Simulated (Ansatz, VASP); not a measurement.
**Ba3P5: VASP beside Ansatz**

```
Ba P
1.0
     6.06201    0.00000    0.00000
     0.00000    6.06201    0.00000
     0.00000    0.00000    6.06201
Ba P
3 5
Direct
  0.00000 0.50000 0.50000
  0.50000 0.00000 0.50000
  0.50000 0.50000 0.00000
  0.50000 0.50000 0.50000
  0.50000 0.00000 0.00000
  0.00000 0.50000 0.00000
  0.00000 0.00000 0.50000
  0.00000 0.00000 0.00000
```

Alike in both runs: task single point; functional PBE; k mesh 4 × 4 × 4; occupations gaussian, width 0.1 eV; no spin polarisation.

|  | VASP | Ansatz |
| --- | --- | --- |
| version | VASP 6.6.1 | Ansatz 0.2.0 |
| potentials or method | VASP PAW PBE potentials, release 64 (Ba_sv, P), cutoff 520 eV | scalar-relativistic, plane waves, PAW |
| valence electrons in the cell | 55 | 55 |

Ansatz gave:

| Property | Result |
| --- | --- |
| gap on the k mesh at the Fermi level (eV) | none |
| pressure (GPa) | 4.3 |

**Question.** What did VASP give for the same quantities?

**Answer.** gap on the k mesh at the Fermi level (eV): none; pressure (GPa): 5.1.

A gap of «none» marks a metal or a gap that the smearing closes.

Neither program's run includes spin-orbit coupling.
